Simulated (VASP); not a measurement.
Runs of VASP 6.6.1 on ZnCu. The structure is that of space group Pm-3m (No. 221), or close to it. The cells are those of the table. 

| cell | gap on the mesh (eV) | pressure (GPa) |
| --- | --- | --- |
| a = 2.971 Å, 2 atoms | none | -6.9 |
| a = 3.022 Å, 2 atoms | none | -11.3 |
| a = 2.945 Å, 2 atoms | none | -4.0 |
| a = 2.919 Å, 2 atoms | none | -0.7 |
| a = 2.892 Å, 2 atoms | none | 3.3 |
| a = 2.864 Å, 2 atoms | none | (b) |
| a = 2.996 Å, 2 atoms | none | (a) |

Alike in all rows: task single point; level PBEsol; potentials or basis VASP PAW PBE potentials, release 64 (Zn, Cu); no spin polarisation; k mesh 10 × 10 × 10; cutoff (eV) 520; smearing methfessel-paxton 0.1 eV.

Q: Estimate the missing entries.

A: (a) -9.2; (b) 7.9.

Caveats: the PAW data sets were made with another functional, which shifts forces and pressure a little.

A gap of «none» marks levels without a gap at the run's occupations.
